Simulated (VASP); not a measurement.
# BaBeIO2 in VASP: notebook

Runs on BaBeIO2. Level: PBE. Tasks: single point.

Everything below comes from runs of VASP 6.6.1. Logs are shortened: lines on timing, memory, paths and dates and some standing lists are left out, and cuts for length are marked.

## (1) The cell of the first run

The cell holds an amorphous packing of atoms, 10 atoms: a = 6.357 Å, b = 6.316 Å, c = 5.475 Å, α = 90.77°, β = 102.14°, γ = 87.99°.

## (2) Single point, PBE

File INCAR:

```
PREC = Accurate ; ENCUT = 520
EDIFF = 1E-6 ; ISMEAR = -1
SIGMA = 0.05 ; LREAL = False
LASPH = True ; NELM = 80
ALGO = Normal ; ISIF = 2
LWAVE = False ; LCHARG = True
GGA = PE ; LELF = True
LVHAR = True ; NBANDS = 42
```

File KPOINTS:

```
Automatic mesh
0
Gamma
  3 3 3
```

File POSCAR:

```
BaBeIO2
1.0
    6.3386310000     -0.0395960000     -0.4837110000
    0.2567990000      6.3103030000     -0.0655920000
   -0.7408370000      0.0127600000      5.4251250000
O I Be Ba
4 2 2 2
Direct
    0.8337934730      0.1988233083      0.0579598245
    0.1379810838     -0.0285347493      0.2318505687
    0.8989666857      0.7140193705      0.8623753431
    0.1786435830      0.7060871747      0.1876610283
    0.1806886911      0.3600851896      0.0190358407
    0.1316670731      0.9354322133      0.6451244315
    0.8473346762      0.0507072187      0.7922530986
    0.8423567467      0.4357109917      0.2418949572
    0.4941053778      0.4436668975      0.6095644258
    0.5572205018      0.9113275359      0.1619764488
```

Potentials or basis: VASP PAW PBE potentials, release 64 (O, I, Be, Ba_sv).

Run with:

```console
> cat potpaw_PBE.64/O/POTCAR potpaw_PBE.64/I/POTCAR potpaw_PBE.64/Be/POTCAR potpaw_PBE.64/Ba_sv/POTCAR > POTCAR
> mpirun -np 1 vasp_std > vasp.out
```

OUTCAR:

```text
PREC = Accurate
   ENCUT = 520
   EDIFF = 1E-6
   ISMEAR = -1
   LREAL = False
   LASPH = True
   NELM = 80
   ISIF = 2
   GGA = PE

 ion  position               nearest neighbor table
   1  0.834  0.199  0.058-   7 1.73   8 1.79   5 2.51  10 2.72   9 3.27
   2  0.138  0.971  0.232-   4 1.71   6 2.29  10 2.78
   3  0.899  0.714  0.862-   7 2.17   6 2.55   9 3.19  10 3.20
   4  0.179  0.706  0.188-   2 1.71   5 2.36  10 2.80   9 3.17
   5  0.181  0.360  0.019-   4 2.36   1 2.51   8 2.71   6 3.34   9 3.36   9 3.47  10 3.63
   6  0.132  0.935  0.645-   7 2.22   2 2.29   3 2.55   5 3.34  10 3.48   9 3.83  10 4.04   9 4.05

   7  0.847  0.051  0.792-   1 1.73   3 2.17   6 2.22  10 3.16   9 3.31
   8  0.842  0.436  0.242-   1 1.79   5 2.71   9 3.29  10 3.44
   9  0.494  0.444  0.610-   4 3.17   3 3.19   1 3.27   8 3.29   7 3.31   5 3.36   5 3.47   6 3.83
                            10 3.95   6 4.05  10 4.17  10 4.19  10 4.50
  10  0.557  0.911  0.162-   1 2.72   2 2.78   4 2.80   7 3.16   3 3.20   8 3.44   6 3.48   5 3.63
                             9 3.95   6 4.04   9 4.17   9 4.19   9 4.50

  LATTYP: Found a triclinic cell.
 ALAT       =     7.4668326723
 B/A-ratio  =     1.2967681811
 C/A-ratio  =     2.2905973320
 COS(alpha) =     0.0002612079
 COS(beta)  =     0.6287893772
 COS(gamma) =     0.7580903969

  Lattice vectors:

 A1 = (  -5.5977940000,   0.0268360000,  -4.9414140000)
 A2 = (  -5.3409950000,   6.3371390000,  -5.0070060000)
 A3 = (  -5.3705550000, -12.6065300000, -10.2353550000)

Analysis of symmetry for initial positions (statically):
=====================================================================
 Subroutine PRICEL returns:
 Original cell was already a primitive cell.

 Routine SETGRP: Setting up the symmetry group for a
 triclinic supercell.

 Subroutine GETGRP returns: Found  1 space group operations
 (whereof  1 operations were pure point group operations)
 out of a pool of  2 trial point group operations.

The static configuration has the point symmetry C_1 .

Analysis of symmetry for dynamics (positions and initial velocities):
=====================================================================
 Subroutine PRICEL returns:
 Original cell was already a primitive cell.

 Routine SETGRP: Setting up the symmetry group for a
 triclinic supercell.

 Subroutine GETGRP returns: Found  1 space group operations
 (whereof  1 operations were pure point group operations)
 out of a pool of  2 trial point group operations.

The dynamic configuration has the point symmetry C_1 .

 Subroutine INISYM returns: Found  1 space group operations
[... 112 lines left out ...]
   PSTRESS=    0.0 pullay stress
   NELECT =      62.0000    total number of electrons
   NUPDOWN=      -1.0000    fix difference up-down
   EMIN   =  10.00;   EMAX   =-10.00  energy-range for DOS
   EFERMI =   0.00;   METHOD = LEGACY
   ISMEAR =    -1;   SIGMA  =   0.05  broadening in eV -4-tet -1-fermi 0-gaus
   EFERMI_NEDOS =   21; number of points for ismear=-14 and -15
   IALGO  =     38    algorithm
   IMIX   =      4    mixing-type and parameters
     AMIX     =   0.40;   BMIX     =  1.00
     AMIX_MAG =   1.60;   BMIX_MAG =  1.00
  volume/ion in A,a.u.               =      21.48       144.95
  Fermi-wavevector in a.u.,A,eV,Ry     =   1.081928  2.044547 15.926546  1.170568
  Thomas-Fermi vector in A             =   2.217957
   LORBIT       =      0    0 simple, 1 ext, 2 COOP (PROOUT), +10 PAW based schemes
   GGA     = PE    functional components
   LHFCALC =     F    Hartree Fock is set to
   AEXX    =    0.0000 exact exchange contribution
   IVDW    =     0    specifies the selected vdW correction
   LEPSILON=     F    determine dielectric tensor
   LRPA    =     F    only Hartree local field effects (RPA)
 non-spin polarized calculation
  energy-cutoff  :      520.00
  volume of cell :      214.79
 maximum number of plane-waves:      5797
   NGX = 23   NGY = 23   NGZ = 21

 number of electron      61.9999999 magnetization

 Free energy of the ion-electron system (eV)
  ---------------------------------------------------
  ext. energy  EPLUGINS =         0.00000000
  ---------------------------------------------------
  free energy    TOTEN  =       -36.93432530 eV

  energy without entropy =      -36.87599336  energy(sigma->0) =      -36.90515933

 E-fermi :   3.7171     XC(G=0):  -9.0897

 val. band max:        3.6999424740   @ k =   0.3333  -0.0000   0.0000
 cond. band min:       3.7336875594   @ k =  -0.0000   0.3333   0.3333
 fundamental gap:      0.0337450854
 Fermi energy:         3.7170955603

 k-point     1 :       0.0000    0.0000    0.0000
  band No.  band energies     occupation
      1     -24.4448      2.00000
      2     -23.9509      2.00000
      3     -15.8053      2.00000
      4     -14.3898      2.00000
      5     -12.8454      2.00000
      6     -12.3150      2.00000
[... 619 lines left out ...]
     41       7.7101      0.00000
     42       7.9621      0.00000

------------------------ aborting loop because EDIFF is reached ----------------------------------------

  FORCE on cell =-STRESS in cart. coord.  units (eV):
  Direction    XX          YY          ZZ          XY          YZ          ZX
  --------------------------------------------------------------------------------------
  -------------------------------------------------------------------------------------
  Total        4.1066829     -0.9844000      0.8054513     -0.7452937     -0.3796234     -0.9759057
  in kB       30.6323703     -7.3427886      6.0079832     -5.5592588     -2.8316687     -7.2794289
  external PRESSURE =       9.7658550 kB  Pullay stress =       0.0000000 kB

 VOLUME and BASIS-vectors are now :
 -----------------------------------------------------------------------------
  energy-cutoff  :      520.00
  volume of cell :      214.79
      direct lattice vectors                 reciprocal lattice vectors
     6.338631000 -0.039596000 -0.483711000     0.159385728 -0.006259843  0.021779907
     0.256799000  6.310303000 -0.065592000     0.000971357  0.158428972 -0.000239983
    -0.740837000  0.012760000  5.425125000     0.014222777  0.001357336  0.186266573

 POSITION                                       TOTAL-FORCE (eV/Angst)
 -----------------------------------------------------------------------------------
      5.29323      1.22236     -0.10192        -2.751673      0.835220     -1.435809
      0.95232      6.12774      1.12735         1.294912     -1.459721      0.454524
      5.24270      4.48109      4.19682        -3.200856      1.983409     -1.010387
      1.17465      4.45095      0.88536         1.331595      0.964401      1.356772
      1.22369      2.26534     -0.00775         2.164712      0.872709      0.292935
      0.59687      5.90588      3.37484         0.822202     -1.039241     -1.256608
      4.79703      0.29654      3.88488        -0.432200     -0.548641      3.283251
      5.27207      2.71920      0.87627         0.500995     -2.218253     -2.260169
      2.79430      2.78789      3.03886        -0.014436      0.671762      0.335676
      3.64605      5.73076      0.54943         0.284750     -0.061645      0.239815
 -----------------------------------------------------------------------------------
    total drift:                               -0.000204     -0.000186      0.000955

  FREE ENERGIE OF THE ION-ELECTRON SYSTEM (eV)
  ---------------------------------------------------
  free  energy   TOTEN  =       -36.9343252998 eV

  energy  without entropy=      -36.8759933563  energy(sigma->0) =      -36.90515933
```

Run time: 2.3 min. Hardware: 1 thread of Intel Xeon Platinum 8375C at 2.90GHz (Ice Lake), shared host; peak memory 0.37 GiB.

Results:

| Property | Result |
| --- | --- |
| Free energy | -36.9343 eV |
| Pressure | 1.0 GPa |
| Largest force | 3.899 eV/Å |
| Band gap on the k mesh | 0.03 eV, indirect (least direct gap 0.11 eV) |

Forces in eV/Å, atoms in the order of the input:
```
O   -2.752  0.835 -1.436
O    1.295 -1.460  0.455
O   -3.201  1.983 -1.010
O    1.332  0.964  1.357
I    2.165  0.873  0.293
I    0.822 -1.039 -1.257
Be  -0.432 -0.549  3.283
Be   0.501 -2.218 -2.260
Ba  -0.014  0.672  0.336
Ba   0.285 -0.062  0.240
```

Stress tensor (GPa, compression positive):
```
 3.06 -0.56 -0.73
-0.56 -0.73 -0.28
-0.73 -0.28  0.60
```

Levels at points of the mesh, in eV from the valence-band top:
| k point | band 27 | band 28 | band 29 | band 30 | band 31 | band 32 | band 33 | band 34 | band 35 | band 36 |
| --- | --- | --- | --- | --- | --- | --- | --- | --- | --- | --- |
| (0.00, 0.00, 0.00) | -1.60 | -1.08 | -0.93 | -0.50 | -0.48 | 0.10 | 0.68 | 1.23 | 1.78 | 2.29 |

Caveat: spin-orbit coupling is left out, which moves the levels of the heavy elements.

## (3) Single point, PBE

This run uses another cell than the first one, of 21.60 Å³/atom, 1.006 times its volume.

File INCAR:

```
SYSTEM = BaBeIO2
PREC     = Accurate       ! precision mode
ENCUT    = 520            ! plane-wave cutoff, eV
EDIFF    = 1E-6           ! SCF threshold, eV
ISMEAR   = -1             ! smearing method
SIGMA    = 0.05           ! smearing width, eV
LREAL    = .False.        ! projectors in reciprocal space
LASPH    = .True.         ! aspherical terms in the spheres
NELM     = 100            ! most SCF steps
ALGO     = Normal         ! electronic algorithm
ISIF     = 2              ! what is computed and relaxed
LWAVE    = .False.        ! write WAVECAR
LCHARG   = .False.        ! write CHGCAR
GGA      = PE             ! functional
NBANDS   = 42             ! bands
```

File KPOINTS:

```
Automatic mesh
0
Gamma
  3 3 3
  0 0 0
```

File POSCAR:

```
BaBeIO2
1.0
    6.3507750000     -0.0396720000     -0.4846380000
    0.2572910000      6.3223940000     -0.0657180000
   -0.7422570000      0.0127840000      5.4355190000
O I Be Ba
4 2 2 2
Direct
    0.8507455568      0.1970765348      0.0618958559
    0.1290796947     -0.0073505114      0.2248653467
    0.9096955813      0.7171691838      0.8723637930
    0.1612456889      0.7094176311      0.1838364094
    0.1815190949      0.3610306987      0.0223640588
    0.1354646689      0.9346281242      0.6449397412
    0.8105496466      0.0441292297      0.7529527989
    0.8373145520      0.4587330026      0.2547058460
    0.4941832345      0.4439039374      0.6095624821
    0.5544813329      0.9087585922      0.1628999036
```

Potentials or basis: VASP PAW PBE potentials, release 64 (O, I, Be, Ba_sv).

Run with:

```console
> cat potpaw_PBE.64/O/POTCAR potpaw_PBE.64/I/POTCAR potpaw_PBE.64/Be/POTCAR potpaw_PBE.64/Ba_sv/POTCAR > POTCAR
> mpirun -np 1 vasp_std > vasp.out
```

It took 2.2 min on 1 thread of Intel Xeon Platinum 8375C at 2.90GHz (Ice Lake), shared host; peak memory 0.37 GiB.

The run converged. Its results:

```yaml
Free_energy: -34.8700 eV
Pressure: 0.1 GPa
Largest_force: 3.802 eV/Å
Band_gap_on_the_k_mesh: zero (band 31 reaches 3.65 eV, above the bottom of band 32 at 3.64 eV)
```

Forces in eV/Å, atoms in the order of the input:
```
O   -3.238  1.209 -1.585
O    1.492 -1.667  1.116
O   -2.943  1.731 -1.335
O    1.223  0.358  1.226
I    1.772  0.885  0.419
I    0.159 -0.655 -1.105
Be   0.591 -0.688  2.899
Be   0.742 -1.980 -2.123
Ba  -0.066  0.574  0.393
Ba   0.268  0.234  0.096
```

Stress tensor (GPa, compression positive):
```
 1.50 -1.45  0.08
-1.45 -0.70 -1.13
 0.08 -1.13 -0.54
```

Levels at points of the mesh, in eV from the Fermi level:
| k point | band 27 | band 28 | band 29 | band 30 | band 31 | band 32 | band 33 | band 34 | band 35 | band 36 |
| --- | --- | --- | --- | --- | --- | --- | --- | --- | --- | --- |
| (0.00, 0.00, 0.00) | -1.39 | -1.26 | -0.96 | -0.45 | -0.37 | 0.03 | 0.69 | 1.11 | 1.60 | 1.93 |

Caveat: the k points lie up to 0.39 Å⁻¹ apart; spin-orbit coupling is left out, which moves the levels of the heavy elements.

## (4) Single point, PBE

This run uses another cell than the first one, of 21.61 Å³/atom, 1.006 times its volume.

File INCAR:

```
SYSTEM = BaBeIO2
ALGO = Normal ; EDIFF = 1E-6
ENCUT = 520 ; GGA = PE
ISIF = 2 ; ISMEAR = -1
LASPH = .TRUE. ; LCHARG = .FALSE.
LREAL = .FALSE. ; LWAVE = .FALSE.
NBANDS = 42 ; NELM = 100
PREC = Accurate ; SIGMA = 0.05
```

File KPOINTS:

```
k-points
0
G
  3 3 3
  0 0 0
```

File POSCAR:

```
BaBeIO2
1.0
    6.3519400000     -0.0396790000     -0.4847270000
    0.2573380000      6.3235530000     -0.0657300000
   -0.7423930000      0.0127860000      5.4365160000
O I Be Ba
4 2 2 2
Direct
    0.8601634037      0.1967854434      0.0603975291
    0.1203451586      0.0097444081      0.2160874810
    0.9156194680      0.7251704507      0.8805792040
    0.1503913624      0.7145813815      0.1847442715
    0.1837652277      0.3619822631      0.0260906179
    0.1391596141      0.9334523041      0.6430937097
    0.7785205693      0.0327352239      0.7270447887
    0.8339305226      0.4754295438      0.2562655245
    0.4944738108      0.4452562204      0.6100358204
    0.5519677667      0.9059731817      0.1624509699
```

Run with:

```console
> cat potpaw_PBE.64/O/POTCAR potpaw_PBE.64/I/POTCAR potpaw_PBE.64/Be/POTCAR potpaw_PBE.64/Ba_sv/POTCAR > POTCAR
> mpirun -np 1 vasp_std > vasp.out
```

Wall time 2.4 min (1 thread of Intel Xeon Platinum 8375C at 2.90GHz (Ice Lake), shared host); peak memory 0.37 GiB.

It converged, with:

```yaml
Free_energy: -33.5883 eV
Pressure: 0.3 GPa
Largest_force: 3.926 eV/Å
Band_gap_on_the_k_mesh: 0.06 eV, indirect (least direct gap 0.11 eV)
```

Forces on the atoms (eV/Å):
```
O   -3.441  1.270 -1.401
O    1.326 -1.675  1.223
O   -2.712  1.460 -1.404
O    1.003 -0.096  0.989
I    1.588  1.074  0.423
I   -0.228 -0.365 -0.846
Be   1.439 -0.911  2.574
Be   0.932 -1.667 -1.861
Ba  -0.056  0.505  0.370
Ba   0.148  0.406 -0.067
```

Stress tensor (GPa, compression positive):
```
 0.27 -1.39  0.07
-1.39  0.29 -1.30
 0.07 -1.30  0.24
```

Levels at points of the mesh, in eV from the valence-band top:
```
           k point  band 28  band 29  band 30  band 31  band 32  band 33  band 34  band 35
(0.00, 0.00, 0.00)    -1.16    -0.93    -0.34    -0.26     0.11     0.65     1.15     1.52
```

Caveat: spin-orbit coupling is left out, which moves the levels of the heavy elements.

## (5) Overview

| cell | gap on the mesh (eV) | pressure (GPa) | largest force (eV/Å) |
| --- | --- | --- | --- |
| a = 6.357, b = 6.316, c = 5.475 Å, angles 90.8, 102.1, 88.0°, 10 atoms | 0.03 | 1.0 | 3.90 |
| a = 6.369, b = 6.328, c = 5.486 Å, angles 90.8, 102.1, 88.0°, 10 atoms | none | 0.1 | 3.80 |
| a = 6.371, b = 6.329, c = 5.487 Å, angles 90.8, 102.1, 88.0°, 10 atoms | 0.06 | 0.3 | 3.93 |

Some of these runs hold the atoms at other places in the same cell, which the table doesn't show; runs alike in all that it shows share one row.

Alike in all rows: task single point; level PBE; potentials or basis VASP PAW PBE potentials, release 64 (O, I, Be, Ba_sv); no spin polarisation; k mesh 3 × 3 × 3; cutoff (eV) 520; smearing fermi-dirac 0.05 eV.

Caveats: some runs use coarse meshes; spin-orbit coupling is left out, which moves the levels of the heavy elements.

Absolute energies hang on the potentials; compare differences alone.
